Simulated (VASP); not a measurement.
Wanted: the native input for a VASP 6.6.1 run.

- Task: single point
- Functional: LDA
- Potentials or basis: VASP PAW LDA potentials, release 64 (Be, S)
- Cutoff: 520 eV
- k mesh: 10 × 10 × 10
- Occupations: gaussian, width 0.01 eV
- Spin: no spin polarisation
- Dipole correction: no
- Further INCAR settings: ALGO = Normal; EDIFF = 1e-06; NBANDS = 11

The structure of BeS lies in POSCAR:

```
BeS
1.0
    0.0000000000      2.3172971938      2.3172971938
    2.3172971938      0.0000000000      2.3172971938
    2.3172971938      2.3172971938      0.0000000000
Be S
1 1
Direct
    0.0000000000      0.0000000000      0.0000000000
    0.5000000000      0.5000000000      0.5000000000
```

These files were run (other wordings do the same):

INCAR

```
SYSTEM = BeS
  ALGO = Normal
  EDIFF = 1E-6
  ENCUT = 520
  GGA = CA
  ISIF = 2
  ISMEAR = 0
  LASPH = .True.
  LCHARG = .True.
  LELF = .True.
  LREAL = .False.
  LVHAR = .True.
  LWAVE = .False.
  NBANDS = 11
  NELM = 80
  PREC = Accurate
  SIGMA = 0.01
```

KPOINTS

```
k-points
0
Gamma
  10 10 10
  0 0 0
```

Potentials or basis: VASP PAW LDA potentials, release 64 (Be, S).

Command:

```sh
$ cat potpaw_LDA.64/Be/POTCAR potpaw_LDA.64/S/POTCAR > POTCAR
$ mpirun -np 1 vasp_std > vasp.out
```

It gave:

- Pressure: -5.5 GPa
- Band gap on the k mesh: 1.02 eV, indirect (least direct gap 4.16 eV)

It took 18 s on 1 thread of AMD EPYC 7571, with other jobs on the host, peak memory 0.09 GiB.
